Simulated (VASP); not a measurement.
Write the native input for VASP 6.6.1 that does the following.

* Task: relaxation of cell and atoms
* Functional: PBE
* Potentials or basis: VASP PAW PBE potentials, release 64 (Na_pv, Ti_sv, Pt)
* Cutoff: 600 eV
* k mesh: 4 × 4 × 4
* Occupations: gaussian, width 0.1 eV
* Spin: no spin polarisation
* Dipole correction: no
* Further INCAR settings: ALGO = Fast; EDIFF = 1e-06; IBRION = 2; EDIFFG = -0.04; NSW = 90; ISIF = 3

The structure of NaTiPt3 lies in POSCAR:

```
NaTiPt3
1.0
    4.3096983300      0.0000000000      0.0000000000
    0.0000000000      4.3096983300      0.0000000000
    0.0000000000      0.0000000000      4.3096983300
Na Ti Pt
1 1 3
Direct
    0.0000000000      0.0000000000      0.0000000000
    0.5000000000      0.5000000000      0.5000000000
    0.0000000000      0.5000000000      0.5000000000
    0.5000000000      0.0000000000      0.5000000000
    0.5000000000      0.5000000000      0.0000000000
```

These files were run (other wordings do the same):

INCAR

```
  PREC = Accurate
  ENCUT = 600
  EDIFF = 1E-6
  ISMEAR = 0
  SIGMA = 0.1
  LREAL = F
  LASPH = T
  NELM = 100
  ALGO = Fast
  ISIF = 3
  LWAVE = F
  LCHARG = F
  GGA = PE
  IBRION = 2
  NSW = 90
  EDIFFG = -0.04
```

KPOINTS

```
Automatic mesh
0
Gamma
  4 4 4
```

Potentials or basis: VASP PAW PBE potentials, release 64 (Na_pv, Ti_sv, Pt).

Launch:

```bash
$ cat potpaw_PBE.64/Na_pv/POTCAR potpaw_PBE.64/Ti_sv/POTCAR potpaw_PBE.64/Pt/POTCAR > POTCAR
$ mpirun -np 1 vasp_std > vasp.out
```

It gave:

```json
{
 "Relaxed volume": "21.73 Å³/atom",
 "Relaxed cell": "a = 4.772 Å, b = 4.772 Å, c = 4.772 Å, α = 90.00°, β = 90.00°, γ = 90.00°",
 "Space group after relaxing (to 0.05 Å)": "Pm-3m (No. 221)",
 "Energy gained by relaxing": "689.6 meV/atom",
 "Ionic steps": "4",
 "Pressure after relaxing": "0.0 GPa"
}
```

Caveat: the k points lie up to 0.33 Å⁻¹ apart in the final cell; the volume moved by over 15 % at a fixed basis, so the end points are rough.

Wall time 6.3 min on 1 thread of Intel(R) Xeon(R) 6975P-C (Granite Rapids) (shared host), peak memory 0.22 GiB.
